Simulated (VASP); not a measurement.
**Mo3H: single point with PBE**

Crystal: Mo3H.

```
CELL_PARAMETERS angstrom
2.29235 -1.57795 -0.01221
2.27534 4.70972 -0.01627
-1.50697 -0.00045 6.92419
ATOMIC_POSITIONS crystal
H 0.49999 0.49992 0.50003
H 0.99971 0.99997 0.50010
Mo 0.59872 0.19973 0.68304
Mo 0.09878 0.69974 0.68302
Mo 0.90105 0.30019 0.31690
Mo 0.40126 0.80021 0.31691
Mo 0.50022 0.50011 0.99999
Mo 0.00028 0.00012 0.99999
```

* Program: VASP 6.6.1
* Task: single point
* Functional: PBE
* Potentials or basis: VASP PAW PBE potentials, release 64 (H, Mo_sv)
* Cutoff: 520 eV
* k mesh: 8 × 4 × 4
* Occupations: gaussian, width 0.2 eV
* Spin: no spin polarisation
* Dipole correction: no
* Further INCAR settings: ALGO = Normal; EDIFF = 1e-06; NBANDS = 53

The pressure is 0.4 GPa. The largest force is 0.023 eV/Å and the band gap on the k mesh is zero (bands 43 and 44 overlap by 1.31 eV).

Forces in eV/Å, atoms in the order of the input:
```
H    0.000  0.000 -0.001
H    0.001  0.000  0.000
Mo   0.004  0.021 -0.005
Mo   0.002  0.021 -0.004
Mo   0.004 -0.022  0.008
Mo   0.000 -0.019  0.006
Mo  -0.005 -0.001 -0.001
Mo  -0.007 -0.001 -0.001
```

Stress tensor (GPa, compression positive):
```
0.39 0.05 0.02
0.05 0.43 0.18
0.02 0.18 0.47
```

Levels at points of the mesh, in eV from the Fermi level:
| k point | band 41 | band 42 | band 43 | band 44 | band 45 | band 46 |
| --- | --- | --- | --- | --- | --- | --- |
| (0.00, 0.00, 0.00) | -0.96 | -0.36 | 0.23 | 0.44 | 0.79 | 1.22 |
| (0.50, 0.00, 0.00) | -1.05 | -1.05 | 0.16 | 0.16 | 0.74 | 0.74 |
| (0.00, 0.50, 0.00) | -1.48 | -1.48 | 0.17 | 0.17 | 0.49 | 0.49 |
| (0.50, 0.50, 0.00) | 0.01 | 0.17 | 0.28 | 1.36 | 1.55 | 2.02 |
| (0.00, 0.00, 0.50) | -0.66 | -0.19 | -0.11 | 0.52 | 0.70 | 0.73 |
| (0.50, 0.00, 0.50) | -1.33 | -1.33 | -0.07 | -0.07 | 0.05 | 0.05 |
| (0.00, 0.50, 0.50) | -1.29 | -1.29 | 0.45 | 0.45 | 0.56 | 0.56 |
| (0.50, 0.50, 0.50) | -0.24 | 0.45 | 0.57 | 1.25 | 1.36 | 1.45 |

Wall time 8.6 min on 1 thread of Intel Xeon 8259CL, with other jobs on the host, peak memory 0.39 GiB.
